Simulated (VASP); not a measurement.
Input of a VASP 6.6.1 run:

Contents of POSCAR:

```
Si3N4
1.0
    0.0000000000      3.7455167172      3.7455167172
    3.7455167172      0.0000000000      3.7455167172
    3.7455167172      3.7455167172      0.0000000000
Si N
6 8
Direct
    0.1250000000      0.1250000000      0.6250000000
    0.1250000000      0.6250000000      0.1250000000
    0.6250000000      0.1250000000      0.1250000000
    0.1250000000      0.1250000000      0.1250000000
    0.7500000000      0.7500000000      0.7500000000
    0.5000000000      0.5000000000      0.5000000000
    0.3680388050      0.3680388050      0.3680388050
    0.3541164149      0.8819611950      0.8819611950
    0.8819611950      0.8819611950      0.3541164149
    0.8819611950      0.3541164149      0.8819611950
    0.3680388050      0.3680388050      0.8958835851
    0.3680388050      0.8958835851      0.3680388050
    0.8819611950      0.8819611950      0.8819611950
    0.8958835851      0.3680388050      0.3680388050
```

File INCAR.step1:

```
  PREC = Accurate
  ENCUT = 520
  ISMEAR = 0
  SIGMA = 0.02
  LREAL = F
  LASPH = T
  NELM = 80
  NBANDS = 45
  GGA = PE
  ALGO = Normal
  EDIFF = 1E-4
  LWAVE = T
  LCHARG = F
```

INCAR.step2

```
  PREC = Accurate
  ENCUT = 520
  EDIFF = 1E-6
  ISMEAR = 0
  SIGMA = 0.02
  LREAL = F
  LASPH = T
  NELM = 80
  ALGO = Normal
  ISIF = 2
  LWAVE = F
  LCHARG = F
  METAGGA = R2SCAN
  LMIXTAU = T
  NBANDS = 45
  ISTART = 1
```

Contents of KPOINTS:

```
Automatic mesh
0
Gamma
  6 6 6
```

Potentials or basis: VASP PAW PBE potentials, release 64 (Si, N).

Launch:

```sh
$ cat potpaw_PBE.64/Si/POTCAR potpaw_PBE.64/N/POTCAR > POTCAR
$ cp INCAR.step1 INCAR
$ mpirun -np 1 vasp_std > vasp.out
$ cp INCAR.step2 INCAR
$ mpirun -np 1 vasp_std > vasp.out
```

Q: What does it give for the pressure?

A: 36.9 GPa.

Q: Estimate the band gap on the k mesh.

A: 4.44 eV, direct.

Q: What does it give for the largest force?

A: 0.026 eV/Å.

Forces on the atoms (eV/Å):
```
Si   0.000  0.000  0.000
Si   0.000  0.000  0.000
Si   0.000  0.000  0.000
Si   0.000  0.000  0.000
Si   0.000  0.000  0.000
Si   0.000  0.000  0.000
N    0.015  0.015  0.015
N   -0.015  0.015  0.015
N    0.015  0.015 -0.015
N    0.015 -0.015  0.015
N   -0.015 -0.015  0.015
N   -0.015  0.015 -0.015
N   -0.015 -0.015 -0.015
N    0.015 -0.015 -0.015
```

Caveat: the PAW data sets were made with another functional, which shifts forces and pressure a little. A k mesh can miss the band edges.
